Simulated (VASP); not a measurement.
# H10CO6 in VASP: further runs

Runs on H10CO6. Level: LDA. Tasks: single point.

All numbers are computed with VASP 6.6.1; they aren't measurements. Logs are shortened: lines on timing, memory, paths and dates and some standing lists are left out, and cuts for length are marked.

## Step 1: The cell of the first run

The cell holds a disordered packing, 17 atoms: a = 5.677 Å, b = 5.677 Å, c = 5.677 Å, α = 90.00°, β = 90.00°, γ = 90.00°.

## Step 2: Single point, LDA

Input file INCAR:

```
SYSTEM = H10CO6
ALGO = Normal
EDIFF = 1E-6
ENCUT = 520
GGA_COMPAT = .False.
ISIF = 2
ISMEAR = -1
LASPH = .True.
LCHARG = .False.
LREAL = .False.
LWAVE = .False.
NBANDS = 39
NELM = 120
PREC = Accurate
SIGMA = 0.05
```

Input file KPOINTS:

```
k-points
0
Gamma
  1 1 1
  0 0 0
```

Input file POSCAR:

```
H10CO6
1.0
    5.6774110000      0.0000000000      0.0000000000
    0.0000000000      5.6774110000      0.0000000000
    0.0000000000      0.0000000000      5.6774110000
O H C
6 10 1
Direct
    1.0132611502      0.3886982993      0.3625420108
    0.3620840556      0.2093383762      0.1153871016
    0.4699148961      0.4238199419      0.7568766820
    0.1311337157      0.6879896488      0.7025033065
    0.7772204619      0.7364976747      0.2338565941
    1.1307618913      0.8497535232      0.1294075768
    1.0690083913      0.4642432968      0.5082598389
    1.2256819173      0.3107402300      0.1962514252
    0.4046386636      0.2570185600     -0.0523830316
    0.2763935886      0.0245358316      0.1365587237
    0.6266588767      0.4738251291      0.7348596041
    0.3570817755      0.5555525221      0.7124726394
    0.1208473369      0.7231817460      0.8855973260
    0.0990944640      0.8359972530      0.6241753503
    0.8916035848      0.4974626639      0.2963850952
    0.9284865936      1.0212929802      0.3619607599
    0.9405871796      0.8736552629      0.2403208082
```

Potentials or basis: VASP PAW LDA potentials, release 64 (O, H, C).

Command:

```console
$ cat potpaw_LDA.64/O/POTCAR potpaw_LDA.64/H/POTCAR potpaw_LDA.64/C/POTCAR > POTCAR
$ mpirun -np 1 vasp_gam > vasp.out
```

OUTCAR:

```text
SYSTEM = H10CO6
   EDIFF = 1E-6
   ENCUT = 520
   ISIF = 2
   ISMEAR = -1
   LASPH = .True.
   LREAL = .False.
   NELM = 120
   PREC = Accurate

 ion  position               nearest neighbor table
   1  0.013  0.389  0.363-   7 0.98  15 1.00
   2  0.362  0.209  0.115-   9 1.02   8 1.07  10 1.16
   3  0.470  0.424  0.757-  11 0.94  12 1.02
   4  0.131  0.688  0.703-  14 0.97  13 1.06
   5  0.777  0.736  0.234-  17 1.21
   6  0.131  0.850  0.129-  17 1.26  10 1.29
   7  0.069  0.464  0.508-   1 0.98
   8  0.226  0.311  0.196-   2 1.07
   9  0.405  0.257  0.948-   2 1.02
  10  0.276  0.025  0.137-   2 1.16   6 1.29
  11  0.627  0.474  0.735-   3 0.94
  12  0.357  0.556  0.712-   3 1.02
  13  0.121  0.723  0.886-   4 1.06
  14  0.099  0.836  0.624-   4 0.97
  15  0.892  0.497  0.296-   1 1.00
  16  0.928  0.021  0.362-  17 1.09
  17  0.941  0.874  0.240-  16 1.09   5 1.21   6 1.26

  LATTYP: Found a simple cubic cell.
 ALAT       =     5.6774110000

  Lattice vectors:

 A1 = (   5.6774110000,   0.0000000000,   0.0000000000)
 A2 = (   0.0000000000,   5.6774110000,   0.0000000000)
 A3 = (   0.0000000000,   0.0000000000,   5.6774110000)

Analysis of symmetry for initial positions (statically):
=====================================================================
 Subroutine PRICEL returns:
 Original cell was already a primitive cell.

 Routine SETGRP: Setting up the symmetry group for a
 simple cubic supercell.

 Subroutine GETGRP returns: Found  1 space group operations
 (whereof  1 operations were pure point group operations)
 out of a pool of 48 trial point group operations.

The static configuration has the point symmetry C_1 .

Analysis of symmetry for dynamics (positions and initial velocities):
=====================================================================
 Subroutine PRICEL returns:
 Original cell was already a primitive cell.

 Routine SETGRP: Setting up the symmetry group for a
 simple cubic supercell.

 Subroutine GETGRP returns: Found  1 space group operations
 (whereof  1 operations were pure point group operations)
 out of a pool of 48 trial point group operations.

The dynamic configuration has the point symmetry C_1 .

 Subroutine INISYM returns: Found  1 space group operations
 (whereof  1 operations are pure point group operations),
 and found     1 'primitive' translations

----------------------------------------------------------------------------------------

                                     Primitive cell

  volume of cell :     183.0000

  direct lattice vectors                    reciprocal lattice vectors
     5.677411000  0.000000000  0.000000000     0.176136623  0.000000000  0.000000000
     0.000000000  5.677411000  0.000000000     0.000000000  0.176136623  0.000000000
     0.000000000  0.000000000  5.677411000     0.000000000  0.000000000  0.176136623

  length of vectors
     5.677411000  5.677411000  5.677411000     0.176136623  0.176136623  0.176136623

  position of ions in fractional coordinates (direct lattice)
     0.013261150  0.388698299  0.362542011
     0.362084056  0.209338376  0.115387102
     0.469914896  0.423819942  0.756876682
     0.131133716  0.687989649  0.702503306
     0.777220462  0.736497675  0.233856594
     0.130761891  0.849753523  0.129407577
[... 9 lines left out ...]
     0.928486594  0.021292980  0.361960760
     0.940587180  0.873655263  0.240320808

  ion indices of the primitive-cell ions
   primitive index   ion index
                 1           1
                 2           2
                 3           3
                 4           4
                 5           5
                 6           6
[... 9 lines left out ...]
                16          16
                17          17

----------------------------------------------------------------------------------------

 KPOINTS: k-points

Automatic generation of k-mesh.
 Grid dimensions read from file:
 generate k-points for:    1    1    1

 Generating k-lattice:

  Cartesian coordinates                     Fractional coordinates (reciprocal lattice)
     0.176136623  0.000000000  0.000000000     1.000000000  0.000000000  0.000000000
     0.000000000  0.176136623  0.000000000     0.000000000  1.000000000  0.000000000
     0.000000000  0.000000000  0.176136623     0.000000000  0.000000000  1.000000000

  Length of vectors
     0.176136623  0.176136623  0.176136623

  Shift w.r.t. Gamma in fractional coordinates (k-lattice)
     0.000000000  0.000000000  0.000000000

 Subroutine IBZKPT returns following result:
 ===========================================

 Found      1 irreducible k-points:

 Following reciprocal coordinates:
            Coordinates               Weight
  0.000000  0.000000  0.000000      1.000000
   k-points           NKPTS =      1   k-points in BZ     NKDIM =      1   number of bands    NBANDS=     39
   number of dos      NEDOS =    301   number of ions     NIONS =     17
   total plane-waves  NPLWV =  74088
   dimension x,y,z NGX =    42 NGY =   42 NGZ =   42
   dimension x,y,z NGXF=    84 NGYF=   84 NGZF=   84
   ions per type =               6  10   1
   NGX,Y,Z   is equivalent  to a cutoff of  12.30, 12.30, 12.30 a.u.
   NGXF,Y,Z  is equivalent  to a cutoff of  24.60, 24.60, 24.60 a.u.
 SYSTEM =  H10CO6
   PREC   = accura    normal or accurate (medium, high low for compatibility)
   ISTART =      0    job   : 0-new  1-cont  2-samecut
   ICHARG =      2    charge: 1-file 2-atom 10-const
   ISPIN  =      1    spin polarized calculation?
   LNONCOLLINEAR =      F non collinear calculations
   LSORBIT =      F    spin-orbit coupling
   LASPH  =      T    aspherical Exc in radial PAW
   ENCUT  =  520.0 eV  38.22 Ry    6.18 a.u.  10.56 10.56 10.56*2*pi/ulx,y,z
   NELM   =    120;   NELMIN=  2; NELMDL= -5     # of ELM steps
   EDIFF  = 0.1E-05   stopping-criterion for ELM
   LREAL  =      F    real-space projection
   EDIFFG = 0.1E-04   stopping-criterion for IOM
   NSW    =      0    number of steps for IOM
   IBRION =     -1    ionic relax: 0-MD 1-quasi-New 2-CG
   NFREE  =      0    steps in history (QN), initial steepest desc. (CG)
   ISIF   =      2    stress and relaxation
   ISYM   =      2    0-nonsym 1-usesym 2-fastsym
   POTIM  = 0.5000    time-step for ionic-motion
   TEBEG  =    0.0;   TEEND  =   0.0 temperature during run
   PSTRESS=    0.0 pullay stress
   NELECT =      50.0000    total number of electrons
   NUPDOWN=      -1.0000    fix difference up-down
   EMIN   =  10.00;   EMAX   =-10.00  energy-range for DOS
   EFERMI =   0.00;   METHOD = LEGACY
   ISMEAR =    -1;   SIGMA  =   0.05  broadening in eV -4-tet -1-fermi 0-gaus
   EFERMI_NEDOS =   21; number of points for ismear=-14 and -15
   IALGO  =     38    algorithm
   IMIX   =      4    mixing-type and parameters
     AMIX     =   0.40;   BMIX     =  1.00
     AMIX_MAG =   1.60;   BMIX_MAG =  1.00
  volume/ion in A,a.u.               =      10.76        72.64
  Fermi-wavevector in a.u.,A,eV,Ry     =   1.062302  2.007459 15.353966  1.128485
  Thomas-Fermi vector in A             =   2.197748
   LORBIT       =      0    0 simple, 1 ext, 2 COOP (PROOUT), +10 PAW based schemes
   GGA     = CA    functional components
   LHFCALC =     F    Hartree Fock is set to
   AEXX    =    0.0000 exact exchange contribution
   IVDW    =     0    specifies the selected vdW correction
   LEPSILON=     F    determine dielectric tensor
   LRPA    =     F    only Hartree local field effects (RPA)
 non-spin polarized calculation
  energy-cutoff  :      520.00
  volume of cell :      183.00
 maximum number of plane-waves:      2473
 NGX is ok and might be reduce to    42
   NGX = 21   NGY = 21   NGZ = 21

 number of electron      50.0000013 magnetization

 Free energy of the ion-electron system (eV)
  ---------------------------------------------------
  ext. energy  EPLUGINS =         0.00000000
  ---------------------------------------------------
  free energy    TOTEN  =       -94.59968204 eV

  energy without entropy =      -94.59968204  energy(sigma->0) =      -94.59968204

 E-fermi :  -2.1593     XC(G=0):  -7.2315

 val. band max:       -3.4196818982   @ k =   0.0000   0.0000   0.0000
 cond. band min:       1.4228236523   @ k =   0.0000   0.0000   0.0000
 fundamental gap:      4.8425055504
 Fermi energy:        -2.1593365855

 k-point     1 :       0.0000    0.0000    0.0000
  band No.  band energies     occupation
      1     -24.4419      2.00000
      2     -22.6034      2.00000
      3     -22.1983      2.00000
      4     -21.9494      2.00000
      5     -21.5012      2.00000
      6     -21.0764      2.00000
[... 29 lines left out ...]
     36       8.2156      0.00000
     37       8.4177      0.00000
 [bands above 37 left out]

------------------------ aborting loop because EDIFF is reached ----------------------------------------

  FORCE on cell =-STRESS in cart. coord.  units (eV):
  Direction    XX          YY          ZZ          XY          YZ          ZX
  --------------------------------------------------------------------------------------
  -------------------------------------------------------------------------------------
  Total        3.5178226      3.8005020      0.5648170      1.1313863     -0.5993430      0.3102662
  in kB       30.7987797     33.2736578      4.9450120      9.9053651     -5.2472893      2.7164023
  external PRESSURE =      23.0058165 kB  Pullay stress =       0.0000000 kB

 VOLUME and BASIS-vectors are now :
 -----------------------------------------------------------------------------
  energy-cutoff  :      520.00
  volume of cell :      183.00
      direct lattice vectors                 reciprocal lattice vectors
     5.677411000  0.000000000  0.000000000     0.176136623  0.000000000  0.000000000
     0.000000000  5.677411000  0.000000000     0.000000000  0.176136623  0.000000000
     0.000000000  0.000000000  5.677411000     0.000000000  0.000000000  0.176136623

 POSITION                                       TOTAL-FORCE (eV/Angst)
 -----------------------------------------------------------------------------------
      0.07529      2.20680      2.05830         0.655624     -1.374402     -0.284394
      2.05570      1.18850      0.65510        -1.270810     -1.000252      1.491039
      2.66790      2.40620      4.29710        -1.328037     -0.697999     -0.182104
      0.74450      3.90600      3.98840        -0.285713     -0.241118      1.563187
      4.41260      4.18140      1.32770        -1.660948     -1.068748     -0.128100
      0.74239      4.82440      0.73470         1.367137      0.021779     -1.244020
[... 9 lines left out ...]
      5.27140      0.12089      2.05500         0.149399      1.372323      0.589603
      5.34010      4.96010      1.36440        -0.181639     -0.031367      0.411514
 -----------------------------------------------------------------------------------
    total drift:                                0.001428     -0.002556     -0.002452

  FREE ENERGIE OF THE ION-ELECTRON SYSTEM (eV)
  ---------------------------------------------------
  free  energy   TOTEN  =       -94.5996820417 eV

  energy  without entropy=      -94.5996820417  energy(sigma->0) =      -94.59968204
```

Run time: 8.1 s. Hardware: 1 thread of AMD EPYC 7R43 (Zen 3), shared host; peak memory 0.16 GiB.

What came out:

* Free energy: -94.5997 eV
* Pressure: 2.3 GPa
* Largest force: 2.200 eV/Å

Forces on the atoms (eV/Å):
```
O    0.656 -1.374 -0.284
O   -1.271 -1.000  1.491
O   -1.328 -0.698 -0.182
O   -0.286 -0.241  1.563
O   -1.661 -1.069 -0.128
O    1.367  0.022 -1.244
H    0.088  0.398  0.307
H    0.631 -0.170 -0.279
H    0.061  0.896 -0.126
H    0.193  0.796 -0.487
H    1.652  0.458 -0.233
H    0.190 -0.178  0.043
H    0.037  0.061 -0.791
H   -0.055  0.499 -0.342
H   -0.242  0.260 -0.309
H    0.149  1.372  0.590
C   -0.182 -0.031  0.412
```

Stress tensor (GPa, compression positive):
```
 3.08  0.99  0.27
 0.99  3.33 -0.52
 0.27 -0.52  0.49
```

Caveat: the k points lie up to 1.11 Å⁻¹ apart; the atoms stand as in a frame of molecular dynamics.

## Step 3: Single point, LDA

Input file INCAR:

```
SYSTEM = H10CO6
ALGO = Normal ; EDIFF = 1E-6
ENCUT = 520 ; GGA = CA
GGA_COMPAT = .False. ; ISIF = 2
ISMEAR = -1 ; LASPH = .True.
LCHARG = .True. ; LELF = .True.
LREAL = .False. ; LVHAR = .True.
LWAVE = .False. ; NBANDS = 39
NELM = 120 ; PREC = Accurate
SIGMA = 0.05
```

KPOINTS is that of step 2.

Input file POSCAR:

```
H10CO6
1.0
    5.6774110000      0.0000000000      0.0000000000
    0.0000000000      5.6774110000      0.0000000000
    0.0000000000      0.0000000000      5.6774110000
O H C
6 10 1
Direct
    1.0355776603      0.3593539379      0.4042863904
    0.3661704252      0.2403736492      0.1521644285
    0.4756569500      0.4234676686      0.7490033750
    0.1034978796      0.6690725755      0.6996675069
    0.7913994601      0.7065192215      0.2197832780
    1.1211624453      0.8897541503      0.0856200124
    1.0399634622      0.4624467033      0.5582121851
    1.2391035280      0.3270857086      0.2626901593
    0.4037227532      0.3427970954      0.0095994459
    0.2727651741      0.0735898810      0.0938808200
    0.6294594490      0.4981143694      0.8037994783
    0.3621897375      0.5572786610      0.7308436891
    0.0943387752      0.7516630380      0.8649893411
    0.0720574924      0.7940238958      0.5752269829
    0.9212297648      0.4530057803      0.3067243150
    0.9367826286      1.0283208314      0.3432022096
    0.9308468244      0.8732853760      0.2148866799
```

Potentials or basis: VASP PAW LDA potentials, release 64 (O, H, C).

Command:

```console
$ cat potpaw_LDA.64/O/POTCAR potpaw_LDA.64/H/POTCAR potpaw_LDA.64/C/POTCAR > POTCAR
$ mpirun -np 1 vasp_gam > vasp.out
```

Wall time 9.6 s (1 thread of AMD EPYC 7R43 (Zen 3), shared host); peak memory 0.16 GiB.

Results (log left out):

| Item | Value |
| --- | --- |
| Free energy | -94.7754 eV |
| Pressure | -1.9 GPa |
| Largest force | 2.294 eV/Å |

Forces on the atoms (eV/Å):
```
O   -0.428  0.419  0.404
O   -0.488 -0.498 -0.283
O    1.777  0.768  1.231
O   -0.429  1.579 -0.436
O    0.181  0.571 -0.341
O   -1.099 -0.822 -0.733
H    0.368 -0.623 -0.750
H    0.091 -0.507  0.153
H    0.182 -0.366 -0.502
H    0.098  1.004  0.846
H   -1.279 -0.638 -0.642
H   -0.152 -0.031 -0.375
H    0.136  0.007  0.011
H    0.280 -0.830  1.004
H   -0.036 -0.059 -0.022
H   -0.740 -0.084  0.075
C    1.539  0.111  0.362
```

Stress tensor (GPa, compression positive):
```
-2.85 -1.87 -0.54
-1.87 -1.79  0.41
-0.54  0.41 -1.10
```

Levels at points of the mesh, in eV from the Fermi level:
| k point | band 23 | band 24 | band 25 | band 26 | band 27 | band 28 |
| --- | --- | --- | --- | --- | --- | --- |
| (0.00, 0.00, 0.00) | -1.80 | -1.76 | -1.26 | 3.63 | 3.90 | 7.10 |

Caveat: the k points lie up to 1.11 Å⁻¹ apart; the atoms stand as in a frame of molecular dynamics.
